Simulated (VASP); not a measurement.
# InPd (Pm-3m) in VASP: a series of runs

InPd is run at these levels: PBE; tasks: equation of state, vibrations by perturbation theory.

Program: VASP 6.6.1. These are calculated values, not measurements. Logs are shortened: lines on timing, memory, paths and dates and some standing lists are left out, and cuts for length are marked.

## 1. The cell of the first run

Symmetry: Pm-3m, No. 221, cubic system. The conventional cell has a = 3.272 Å, b = 3.272 Å, c = 3.272 Å, α = 90.00°, β = 90.00°, γ = 90.00°. In (site symmetry m-3m) has 8 Pd at 2.83 Å and 6 In at 3.27 Å within 3.7 Å. Pd (site symmetry m-3m) has 8 In at 2.83 Å and 6 Pd at 3.27 Å within 3.7 Å.

## 2. Equation of state, PBE

Input file POSCAR.step1:

```
InPd
1.0
    3.1706268443      0.0000000000      0.0000000000
    0.0000000000      3.1706268443      0.0000000000
    0.0000000000      0.0000000000      3.1706268443
In Pd
1 1
Direct
    0.0000000000      0.0000000000      0.0000000000
    0.5000000000      0.5000000000      0.5000000000
```

Input file POSCAR.step2:

```
InPd
1.0
    3.2050928798      0.0000000000      0.0000000000
    0.0000000000      3.2050928798      0.0000000000
    0.0000000000      0.0000000000      3.2050928798
In Pd
1 1
Direct
    0.0000000000      0.0000000000      0.0000000000
    0.5000000000      0.5000000000      0.5000000000
```

Input file POSCAR.step3:

```
InPd
1.0
    3.2388331791      0.0000000000      0.0000000000
    0.0000000000      3.2388331791      0.0000000000
    0.0000000000      0.0000000000      3.2388331791
In Pd
1 1
Direct
    0.0000000000      0.0000000000      0.0000000000
    0.5000000000      0.5000000000      0.5000000000
```

Input file POSCAR.step4:

```
InPd
1.0
    3.2718847800      0.0000000000      0.0000000000
    0.0000000000      3.2718847800      0.0000000000
    0.0000000000      0.0000000000      3.2718847800
In Pd
1 1
Direct
    0.0000000000      0.0000000000      0.0000000000
    0.5000000000      0.5000000000      0.5000000000
```

Input file POSCAR.step5:

```
InPd
1.0
    3.3042817857      0.0000000000      0.0000000000
    0.0000000000      3.3042817857      0.0000000000
    0.0000000000      0.0000000000      3.3042817857
In Pd
1 1
Direct
    0.0000000000      0.0000000000      0.0000000000
    0.5000000000      0.5000000000      0.5000000000
```

Input file POSCAR.step6:

```
InPd
1.0
    3.3360556752      0.0000000000      0.0000000000
    0.0000000000      3.3360556752      0.0000000000
    0.0000000000      0.0000000000      3.3360556752
In Pd
1 1
Direct
    0.0000000000      0.0000000000      0.0000000000
    0.5000000000      0.5000000000      0.5000000000
```

Input file POSCAR.step7:

```
InPd
1.0
    3.3672355728      0.0000000000      0.0000000000
    0.0000000000      3.3672355728      0.0000000000
    0.0000000000      0.0000000000      3.3672355728
In Pd
1 1
Direct
    0.0000000000      0.0000000000      0.0000000000
    0.5000000000      0.5000000000      0.5000000000
```

Input file INCAR:

```
GGA      = PE             # functional
ISMEAR   = 1              # smearing method
SIGMA    = 0.1            # smearing width, eV
LWAVE    = False          # write WAVECAR
LCHARG   = False          # write CHGCAR
ISIF     = 2              # what is computed and relaxed
NSW      = 0              # ionic steps
ENCUT    = 570            # plane-wave cutoff, eV
PREC     = Accurate       # precision mode
LASPH    = True           # aspherical terms in the spheres
LREAL    = False          # projectors in reciprocal space
ALGO     = Normal         # electronic algorithm
EDIFF    = 1E-7           # SCF threshold, eV
NELM     = 120            # most SCF steps
GGA_COMPAT= False
```

Input file KPOINTS:

```
k-points
0
Gamma
  10 10 10
```

Potentials or basis: VASP PAW PBE potentials, release 64 (In_d_GW, Pd_sv_GW).

The run is started by

```
$ cat potpaw_PBE.64/In_d_GW/POTCAR potpaw_PBE.64/Pd_sv_GW/POTCAR > POTCAR
$ cp POSCAR.step1 POSCAR
$ mpirun -np 1 vasp_std > vasp.out
$ cp POSCAR.step2 POSCAR
$ mpirun -np 1 vasp_std > vasp.out
$ cp POSCAR.step3 POSCAR
$ mpirun -np 1 vasp_std > vasp.out
$ cp POSCAR.step4 POSCAR
$ mpirun -np 1 vasp_std > vasp.out
$ cp POSCAR.step5 POSCAR
$ mpirun -np 1 vasp_std > vasp.out
$ cp POSCAR.step6 POSCAR
$ mpirun -np 1 vasp_std > vasp.out
$ cp POSCAR.step7 POSCAR
$ mpirun -np 1 vasp_std > vasp.out
```

OUTCAR:

```text
GGA = PE
   ISMEAR = 1
   ISIF = 2
   NSW = 0
   ENCUT = 570
   PREC = Accurate
   LASPH = True
   LREAL = False
   EDIFF = 1E-7
   NELM = 120

 Found     56 irreducible k-points:

 Following reciprocal coordinates:
            Coordinates               Weight
  0.000000  0.000000  0.000000      1.000000
  0.100000  0.000000  0.000000      6.000000
  0.200000  0.000000  0.000000      6.000000
  0.300000  0.000000  0.000000      6.000000
  0.400000  0.000000  0.000000      6.000000
  0.500000  0.000000  0.000000      3.000000
   k-points           NKPTS =     56   k-points in BZ     NKDIM =     56   number of bands    NBANDS=     19
   number of dos      NEDOS =    301   number of ions     NIONS =      2
   total plane-waves  NPLWV =  21952
   dimension x,y,z NGX =    28 NGY =   28 NGZ =   28
   dimension x,y,z NGXF=    56 NGYF=   56 NGZF=   56
   ions per type =               1   1
   NGX,Y,Z   is equivalent  to a cutoff of  13.82, 13.82, 13.82 a.u.
   NGXF,Y,Z  is equivalent  to a cutoff of  27.65, 27.65, 27.65 a.u.
 SYSTEM =  unknown system
   PREC   = accura    normal or accurate (medium, high low for compatibility)
   ISTART =      0    job   : 0-new  1-cont  2-samecut
   ICHARG =      2    charge: 1-file 2-atom 10-const
   ISPIN  =      1    spin polarized calculation?
   LNONCOLLINEAR =      F non collinear calculations
   LSORBIT =      F    spin-orbit coupling
   LASPH  =      T    aspherical Exc in radial PAW
   ENCUT  =  570.0 eV  41.89 Ry    6.47 a.u.   6.55  6.55  6.55*2*pi/ulx,y,z
   NELM   =    120;   NELMIN=  2; NELMDL=  0     # of ELM steps
   EDIFF  = 0.1E-06   stopping-criterion for ELM
   LREAL  =      F    real-space projection
   EDIFFG = 0.1E-05   stopping-criterion for IOM
   NSW    =      0    number of steps for IOM
   IBRION =     -1    ionic relax: 0-MD 1-quasi-New 2-CG
   NFREE  =      0    steps in history (QN), initial steepest desc. (CG)
   ISIF   =      2    stress and relaxation
   ISYM   =      2    0-nonsym 1-usesym 2-fastsym
   POTIM  = 0.5000    time-step for ionic-motion
   TEBEG  =    0.0;   TEEND  =   0.0 temperature during run

   SCALEE = 1.0000    scale energy and forces
   PSTRESS=    0.0 pullay stress
   NELECT =      31.0000    total number of electrons
   NUPDOWN=      -1.0000    fix difference up-down
   EMIN   =  10.00;   EMAX   =-10.00  energy-range for DOS
   EFERMI =   0.00;   METHOD = LEGACY
   ISMEAR =     1;   SIGMA  =   0.10  broadening in eV -4-tet -1-fermi 0-gaus
   EFERMI_NEDOS =   21; number of points for ismear=-14 and -15
   IALGO  =     38    algorithm
   IMIX   =      4    mixing-type and parameters
     AMIX     =   0.40;   BMIX     =  1.00
     AMIX_MAG =   1.60;   BMIX_MAG =  1.00
  volume/ion in A,a.u.               =      19.09       128.82
  Fermi-wavevector in a.u.,A,eV,Ry     =   1.527291  2.886162 31.737207  2.332619
  Thomas-Fermi vector in A             =   2.635208
   LORBIT       =      0    0 simple, 1 ext, 2 COOP (PROOUT), +10 PAW based schemes
   GGA     = PE    functional components
   LHFCALC =     F    Hartree Fock is set to
   AEXX    =    0.0000 exact exchange contribution
   IVDW    =     0    specifies the selected vdW correction
   LEPSILON=     F    determine dielectric tensor
   LRPA    =     F    only Hartree local field effects (RPA)

   CSHIFT  =0.1000    complex shift for real part using Kramers Kronig

   OMEGAMAX=  -1.0    maximum frequency
 non-spin polarized calculation
 Methfessel and Paxton  Order N= 1 SIGMA  =   0.10
  energy-cutoff  :      570.00
  volume of cell :       38.18
 maximum number of plane-waves:      1208
 NGX is ok and might be reduce to    28
   NGX = 13   NGY = 13   NGZ = 13

 number of electron      31.0000003 magnetization

 Free energy of the ion-electron system (eV)
  ---------------------------------------------------
  ext. energy  EPLUGINS =         0.00000000
  ---------------------------------------------------
  free energy    TOTEN  =        -7.27243892 eV

  energy without entropy =       -7.27325274  energy(sigma->0) =       -7.27271020

 E-fermi :   7.2674     XC(G=0): -11.8893

 val. band max:        7.2146343847   @ k =   0.5000   0.4000   0.4000
 cond. band min:       7.3522317428   @ k =   0.3000   0.1000   0.1000
 fundamental gap:      0.1375973582
 Fermi energy:         7.2674487764

 k-point     1 :       0.0000    0.0000    0.0000
  band No.  band energies     occupation
      1     -77.0622      2.00000
      2     -42.8032      2.00000
      3     -42.8032      2.00000
      4     -42.8032      2.00000
      5      -7.4884      2.00000
      6      -7.4884      2.00000
[... 11 lines left out ...]
     18      11.3403      0.00000
     19      15.6342      0.00000

 k-point     2 :       0.1000    0.0000    0.0000
  band No.  band energies     occupation
      1     -77.0621      2.00000
      2     -42.8053      2.00000
      3     -42.8031      2.00000
      4     -42.8031      2.00000
      5      -7.4846      2.00000
      6      -7.4618      2.00000
[... 11 lines left out ...]
     18      11.6218      0.00000
     19      16.1438      0.00000

 k-point     3 :       0.2000    0.0000    0.0000
  band No.  band energies     occupation
      1     -77.0618      2.00000
      2     -42.8104      2.00000
      3     -42.8026      2.00000
      4     -42.8026      2.00000
      5      -7.4746      2.00000
      6      -7.3923      2.00000
[... 11 lines left out ...]
     18      12.4035      0.00000
     19      16.5609      0.00000

 k-point     4 :       0.3000    0.0000    0.0000
  band No.  band energies     occupation
      1     -77.0615      2.00000
      2     -42.8174      2.00000
      3     -42.8024      2.00000
      4     -42.8024      2.00000
      5      -7.4623      2.00000
      6      -7.3068      2.00000
[... 11 lines left out ...]
     18      13.5603      0.00000
     19      16.7948      0.00000

 k-point     5 :       0.4000    0.0000    0.0000
  band No.  band energies     occupation
      1     -77.0613      2.00000
      2     -42.8228      2.00000
      3     -42.8020      2.00000
      4     -42.8020      2.00000
      5      -7.4523      2.00000
      6      -7.2481      2.00000
[... 11 lines left out ...]
     18      14.9652      0.00000
     19      16.8998      0.00000

 k-point     6 :       0.5000    0.0000    0.0000
  band No.  band energies     occupation
      1     -77.0612      2.00000
      2     -42.8244      2.00000
      3     -42.8015      2.00000
      4     -42.8015      2.00000
      5      -7.4485      2.00000
      6      -7.2561      2.00000
[... 11 lines left out ...]
     18      16.2518      0.00000
     19      16.9634      0.00000

 [... further k-points ...]

------------------------ aborting loop because EDIFF is reached ----------------------------------------

  FORCE on cell =-STRESS in cart. coord.  units (eV):
  Direction    XX          YY          ZZ          XY          YZ          ZX
  --------------------------------------------------------------------------------------
  -------------------------------------------------------------------------------------
  Total       -1.3869303     -1.3869303     -1.3869303     -0.0000000     -0.0000000      0.0000000
  in kB      -58.2029135    -58.2029135    -58.2029135     -0.0000000     -0.0000000      0.0000000
  external PRESSURE =     -58.2029135 kB  Pullay stress =       0.0000000 kB

 VOLUME and BASIS-vectors are now :
 -----------------------------------------------------------------------------
  energy-cutoff  :      570.00
  volume of cell :       38.18
      direct lattice vectors                 reciprocal lattice vectors
     3.367235573  0.000000000  0.000000000     0.296979519  0.000000000  0.000000000
     0.000000000  3.367235573  0.000000000     0.000000000  0.296979519  0.000000000
     0.000000000  0.000000000  3.367235573     0.000000000  0.000000000  0.296979519

 POSITION                                       TOTAL-FORCE (eV/Angst)
 -----------------------------------------------------------------------------------
      0.00000      0.00000      0.00000         0.000000      0.000000      0.000000
      1.68362      1.68362      1.68362         0.000000      0.000000      0.000000
 -----------------------------------------------------------------------------------
    total drift:                                0.000000      0.000000      0.000000

  FREE ENERGIE OF THE ION-ELECTRON SYSTEM (eV)
  ---------------------------------------------------
  free  energy   TOTEN  =        -7.2724389233 eV

  energy  without entropy=       -7.2732527388  energy(sigma->0) =       -7.27271020
```

Run time: 3.7 min. Hardware: 1 thread of Intel Xeon 6975P-C (Granite Rapids), shared host; peak memory 0.22 GiB.

Results:

* Equilibrium volume: 18.09 Å³/atom
* Bulk modulus: 108 GPa
* Pressure derivative of the bulk modulus: 6.0

Energy against volume, from the lowest point:
| volume (Å³/atom) | energy (meV/atom) |
| --- | --- |
| 15.937 | 115.64 |
| 16.462 | 61.24 |
| 16.988 | 25.95 |
| 17.513 | 6.55 |
| 18.039 | 0.00 |
| 18.564 | 3.95 |
| 19.089 | 16.51 |

Caveat: spin-orbit coupling is left out, which moves the levels of the heavy elements.

## 3. Vibrations by perturbation theory, PBE

Input file INCAR:

```
ALGO = Fast
EDIFF = 1E-8
ENCUT = 520
GGA = PE
IBRION = 8
ISIF = 2
ISMEAR = -1
LASPH = T
LCHARG = T
LREAL = F
LWAVE = F
NELM = 100
NSW = 1
PREC = Accurate
SIGMA = 0.05
```

Input file KPOINTS:

```
k-points
0
Gamma
  6 6 6
```

Input file POSCAR:

```
InPd
1.0
    3.2718847800      0.0000000000      0.0000000000
    0.0000000000      3.2718847800      0.0000000000
    0.0000000000      0.0000000000      3.2718847800
In Pd
1 1
Direct
    0.0000000000      0.0000000000      0.0000000000
    0.5000000000      0.5000000000      0.5000000000
```

Potentials or basis: VASP PAW PBE potentials, release 64 (In_d, Pd).

The run is started by

```
$ cat potpaw_PBE.64/In_d/POTCAR potpaw_PBE.64/Pd/POTCAR > POTCAR
$ mpirun -np 1 vasp_std > vasp.out
```

OUTCAR:

```text
EDIFF = 1E-8
   ENCUT = 520
   GGA = PE
   IBRION = 8
   ISIF = 2
   ISMEAR = -1
   LASPH = T
   LREAL = F
   NELM = 100
   NSW = 1
   PREC = Accurate

 ion  position               nearest neighbor table
   1  0.000  0.000  0.000-   2 2.83   2 2.83   2 2.83   2 2.83   2 2.83   2 2.83   2 2.83   2 2.83

   2  0.500  0.500  0.500-   1 2.83   1 2.83   1 2.83   1 2.83   1 2.83   1 2.83   1 2.83   1 2.83

  LATTYP: Found a simple cubic cell.
 ALAT       =     3.2718847800

  Lattice vectors:

 A1 = (   3.2718847800,   0.0000000000,   0.0000000000)
 A2 = (   0.0000000000,   3.2718847800,   0.0000000000)
 A3 = (   0.0000000000,   0.0000000000,   3.2718847800)

Analysis of symmetry for initial positions (statically):
=====================================================================
 Subroutine PRICEL returns:
 Original cell was already a primitive cell.

 Routine SETGRP: Setting up the symmetry group for a
 simple cubic supercell.

 Subroutine GETGRP returns: Found 48 space group operations
 (whereof 48 operations were pure point group operations)
 out of a pool of 48 trial point group operations.

The static configuration has the point symmetry O_h .

Analysis of symmetry for dynamics (positions and initial velocities):
=====================================================================
 Subroutine PRICEL returns:
 Original cell was already a primitive cell.

 Routine SETGRP: Setting up the symmetry group for a
 simple cubic supercell.

 Subroutine GETGRP returns: Found 48 space group operations
 (whereof 48 operations were pure point group operations)
 out of a pool of 48 trial point group operations.

The dynamic configuration has the point symmetry O_h .

 Subroutine INISYM returns: Found 48 space group operations
 (whereof 48 operations are pure point group operations),
[... 533 lines left out ...]

  FREE ENERGIE OF THE ION-ELECTRON SYSTEM (eV)
  ---------------------------------------------------
  free  energy   TOTEN  =        -8.7085548428 eV

  energy  without entropy=       -8.7024482943  energy(sigma->0) =       -8.70550157

[... ionic steps 2 to 3 ...]

--------------------------------------- Ionic step        4  -------------------------------------------

------------------------ aborting loop because EDIFF is reached ----------------------------------------

[... ionic steps 5 to 6 ...]

--------------------------------------- Ionic step        7  -------------------------------------------

 Free energy of the ion-electron system (eV)
  ---------------------------------------------------
  ---------------------------------------------------
  free energy    TOTEN  =        -0.25771520 eV

  energy without entropy =       -0.25771520

------------------------ aborting loop because EDIFF is reached ----------------------------------------

 INTERNAL STRAIN TENSOR  FOR ION    2  DIRECTION 1   (eV/Angst):
 -----------------------------------------------------------------------------
     0.00638  0.00000  0.00000
     0.00000  0.00369  0.00000
    -0.00000  0.00000  0.00369

 INTERNAL STRAIN TENSOR FOR ION    2 for displacements in x,y,z  (eV/Angst):
          X           Y           Z          XY          YZ          ZX
  --------------------------------------------------------------------------------
  x     0.00000     0.00000     0.00000     0.00000     0.00000     0.00000
  y     0.00000     0.00000     0.00000     0.00000     0.00000     0.00000
  z     0.00000     0.00000     0.00000     0.00000     0.00000     0.00000

 SECOND DERIVATIVES (NOT SYMMETRIZED)
 ------------------------------------
               1X          1Y          1Z          2X          2Y          2Z
  1X    -4.230975   -0.000000    0.000000    4.230975    0.000000   -0.000000
  1Y    -0.000000   -4.230975    0.000000    0.000000    4.230975   -0.000000
  1Z     0.000000    0.000000   -4.230975   -0.000000    0.000000    4.230975
  2X     4.264230   -0.000000   -0.000000   -4.264230    0.000000    0.000000
  2Y    -0.000000    4.264230    0.000000    0.000000   -4.264230   -0.000000
  2Z     0.000000    0.000000    4.264230   -0.000000   -0.000000   -4.264230

 Eigenvectors and eigenvalues of the dynamical matrix
 ----------------------------------------------------

   1 f  =    4.335780 THz    27.242506 2PiTHz  144.626037 cm-1    17.931335 meV
             X         Y         Z           dx          dy          dz
      0.000000  0.000000  0.000000     0.000000    0.692143    0.000000
      1.635942  1.635942  1.635942     0.000000   -0.721760    0.000000
[... 21 lines left out ...]
   6 f/i=    0.008479 THz     0.053273 2PiTHz    0.282820 cm-1     0.035065 meV
             X         Y         Z           dx          dy          dz
      0.000000  0.000000  0.000000    -0.721760    0.000000   -0.000000
      1.635942  1.635942  1.635942    -0.692143    0.000000    0.000000

--------------------------------------------------------------------------------------------------------

 ELASTIC MODULI CONTR FROM IONIC RELAXATION (kBar)
 Direction    XX          YY          ZZ          XY          YZ          ZX
 --------------------------------------------------------------------------------
 XX           0.0000      0.0000      0.0000      0.0000      0.0000      0.0000
 YY           0.0000      0.0000      0.0000      0.0000      0.0000      0.0000
 ZZ           0.0000      0.0000      0.0000      0.0000      0.0000      0.0000
 XY           0.0000      0.0000      0.0000      0.0000      0.0000      0.0000
 YZ           0.0000      0.0000      0.0000      0.0000      0.0000      0.0000
 ZX           0.0000      0.0000      0.0000      0.0000      0.0000      0.0000
 --------------------------------------------------------------------------------
```

stdout:

```text
POSCAR found type information on POSCAR InPd
 POSCAR found :  2 types and       2 ions
 scaLAPACK will be used
 LDA part: xc-table for (Slater+PW92), standard interpolation
 POSCAR, INCAR and KPOINTS ok, starting setup
 FFT: planning ... GRIDC
 FFT: planning ... GRID_SOFT
 FFT: planning ... GRID
 WAVECAR not read
 entering main loop
 Linear response reoptimize wavefunctions to high precision
 Linear response DOF=           2
 Linear response progress:
 first order change of Fermi-energy  -0.11741E-03
 force on displaced ion       1 direction 1 :  -4.231   0.000  -0.000
 Linear response progress:
 first order change of Fermi-energy   0.83886E-03
 force on displaced ion       2 direction 1 :  -4.264   0.000   0.000
 Linear response finished
```

It took 79 s on 1 thread of Intel Xeon 8259CL, shared host; peak memory 0.19 GiB.

What came out:

```yaml
Highest_phonon_frequency_at_Γ: 145 cm⁻¹
```

Phonon frequencies in cm⁻¹ (negative: imaginary):
```
              q point        frequencies
(0.000, 0.000, 0.000)  0 0 0 145 145 145
```

Caveat: the cell stands under pressure or tension, which shifts response properties; spin-orbit coupling is left out, which moves the levels of the heavy elements.
